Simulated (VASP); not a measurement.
Set up this calculation in VASP 6.6.1, as the native input.

- Task: single point
- Functional: PBEsol
- Potentials or basis: VASP PAW PBE potentials, release 64 (Mg, O)
- Cutoff: 600 eV
- k mesh: 9 × 9 × 4
- Occupations: gaussian, width 0.05 eV
- Spin: no spin polarisation
- Dipole correction: no
- Further INCAR settings: ALGO = Normal; EDIFF = 1e-06; NBANDS = 26

The structure of MgO lies in POSCAR:

```
MgO
1.0
    3.3034678071      0.0000000000      0.0000000000
   -1.6517339036      2.8608870415      0.0000000000
    0.0000000000      0.0000000000     10.0387760228
Mg O
4 4
Direct
    0.2921644744      0.6666666667      0.0018291710
    0.3745021922      0.6666666667      0.5018291710
    0.6431406448      0.3333333333      0.2518291710
    0.6901926885      0.3333333333      0.7518291710
    0.3084941176      0.6666666667      0.2004708290
    0.3581725490      0.6666666667      0.7004708290
    0.7052269569      0.3333333333      0.4504708290
    0.6281063765      0.3333333333      0.9504708290
```

This cell differs from its parent crystal: atoms displaced along a vibrational mode.

The input as run:

INCAR

```
PREC = Accurate ; ENCUT = 600
EDIFF = 1E-6 ; ISMEAR = 0
SIGMA = 0.05 ; LREAL = False
LASPH = True ; NELM = 120
ALGO = Normal ; ISIF = 2
LWAVE = False ; LCHARG = True
GGA = PS ; LELF = True
LVHAR = True ; NBANDS = 26
GGA_COMPAT = False
```

KPOINTS

```
Automatic mesh
0
Gamma
  9 9 4
```

Potentials or basis: VASP PAW PBE potentials, release 64 (Mg, O).

Run with:

```sh
$ cat potpaw_PBE.64/Mg/POTCAR potpaw_PBE.64/O/POTCAR > POTCAR
$ mpirun -np 1 vasp_std > vasp.out
```

It gave:

| Property | Result |
| --- | --- |
| Pressure | -0.6 GPa |
| Largest force | 0.235 eV/Å |
| Band gap on the k mesh | 3.30 eV |

Caveat: the cell differs from its parent crystal (atoms displaced along a vibrational mode); the PAW data sets were made with another functional, which shifts forces and pressure a little; an odd mesh through Γ misses points on the zone boundary, where band edges can lie.

Run time: 5.9 min on 1 thread of Intel Xeon 8259CL, with other jobs on the host, peak memory 0.39 GiB.
